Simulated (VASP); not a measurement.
Set up this calculation in VASP 6.6.1, as the native input.

| Item | Value |
| --- | --- |
| Task | relaxation of cell and atoms |
| Functional | PBE |
| Potentials or basis | VASP PAW PBE potentials, release 64 (Ge_d) |
| Cutoff | 600 eV |
| k mesh | 8 × 8 × 8 |
| Occupations | gaussian, width 0.1 eV |
| Spin | no spin polarisation |
| Dipole correction | no |
| Further INCAR settings | ALGO = Normal; EDIFF = 1e-06; IBRION = 2; EDIFFG = -0.01; NSW = 100; ISIF = 3 |

The structure of Ge lies in POSCAR:

```
Ge
1.0
   -3.5469390305      3.5469390305      3.5469390305
    3.5469390305     -3.5469390305      3.5469390305
    3.5469390305      3.5469390305     -3.5469390305
Ge
6
Direct
    0.5000000000      0.7500000000      0.2500000000
    0.7500000000      0.2500000000      0.5000000000
    0.7500000000      0.5000000000      0.2500000000
    0.5000000000      0.2500000000      0.7500000000
    0.2500000000      0.7500000000      0.5000000000
    0.2500000000      0.5000000000      0.7500000000
```

The cell was generated, and may not be a known phase.

One way to write it, as run:

INCAR

```
SYSTEM = Ge
ALGO = Normal
EDIFF = 1E-6
EDIFFG = -0.01
ENCUT = 600
GGA = PE
IBRION = 2
ISIF = 3
ISMEAR = 0
LASPH = .TRUE.
LCHARG = .FALSE.
LREAL = .FALSE.
LWAVE = .FALSE.
NELM = 80
NSW = 100
PREC = Accurate
SIGMA = 0.1
```

KPOINTS

```
k-points
0
G
  8 8 8
  0 0 0
```

Potentials or basis: VASP PAW PBE potentials, release 64 (Ge_d).

The run is started by

```sh
$ cat potpaw_PBE.64/Ge_d/POTCAR > POTCAR
$ mpirun -np 1 vasp_std > vasp.out
```

It gave:

The relaxed volume is 29.93 Å³/atom, the relaxed cell is a = 6.156 Å, b = 6.156 Å, c = 6.156 Å, α = 109.47°, β = 109.47°, γ = 109.47° and the space group after relaxing (to 0.1 Å) is Im-3m (No. 229). The energy gained by relaxing is 0.1 meV/atom, the ionic steps are 2 and the pressure after relaxing is 0.0 GPa. The band gap on the k mesh is zero (filled and empty bands touch).

Caveat: semilocal functionals underestimate gaps, and a narrow one can read as zero.

Wall time 5 min on 1 thread of AMD EPYC 9R45 96-Core Processor (Zen 5) (shared host), peak memory 0.45 GiB.
